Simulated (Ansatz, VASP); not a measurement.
# Pd: VASP beside Ansatz

File INCAR:

```
PREC = Accurate
ENCUT = 520
EDIFF = 1E-7
ISMEAR = -1
SIGMA = 0.1
LREAL = F
LASPH = T
NELM = 60
ALGO = Normal
ISIF = 2
LWAVE = F
LCHARG = T
LELF = T
LVHAR = T
NBANDS = 17
```

KPOINTS

```
regular mesh
0
Gamma
  15 15 8
```

POSCAR

```
Pd
1.0
    2.7348799196      0.0000000000      0.0000000000
   -1.3674399598      2.3684754867      0.0000000000
    0.0000000000      0.0000000000      4.5708131814
Pd
2
Direct
    0.3333333333      0.6666666667      0.2500000000
    0.6666666667      0.3333333333      0.7500000000
```

Input for Ansatz:

```yaml
crystal:
  lattice:
    - [2.7348799196, 0.0, 0.0]
    - [-1.3674399598, 2.3684754867, 0.0]
    - [0.0, 0.0, 4.5708131814]
  atoms:
    - { symbol: Pd, position: [0.3333333333, 0.6666666667, 0.25] }
    - { symbol: Pd, position: [0.6666666667, 0.3333333333, 0.75] }
hamiltonian:
  xc: lda
  pseudopotentials:
    kind: paw
    azcp:
      Pd: "pseudopotentials/Pd.paw.azcp"
basis:
  ecutwfc: 420
  fft_grid_basis: typed
kpoints:
  mp_grid: { grid: [15, 15, 8], shift: [0, 0, 0] }
magnetization:
  spin_polarized: false
scf:
  occupations: { method: fermi_dirac, width: 0.1 }
  lower_state_search: "off"
output:
  stress: true
```

Alike in both runs: task single point; functional LDA; k mesh 15 × 15 × 8; occupations fermi-dirac, width 0.1 eV; no spin polarisation.

|  | VASP | Ansatz |
| --- | --- | --- |
| version | VASP 6.6.1 | Ansatz 0.2.0 |
| potentials or method | VASP PAW LDA potentials, release 64 (Pd), cutoff 520 eV | plane waves (420 eV) with PAW, scalar-relativistic |
| valence electrons in the cell | 20 | 36 |

|  | VASP | Ansatz | Ansatz less VASP |
| --- | --- | --- | --- |
| pressure (GPa) | -7.6 | -7.8 | -0.25 |
| traceless stress, the component that is largest in VASP (GPa) | -0.22 | -0.15 | +0.076 |

Ansatz warns that its potentials were made for another functional, while VASP's fit it. LDA's correlation is that of Perdew and Zunger in VASP and of Perdew and Wang (1992) in Ansatz. VASP's potentials hold 20 valence electrons a cell and Ansatz's 36, so a difference there can come from the potentials and not from the codes.
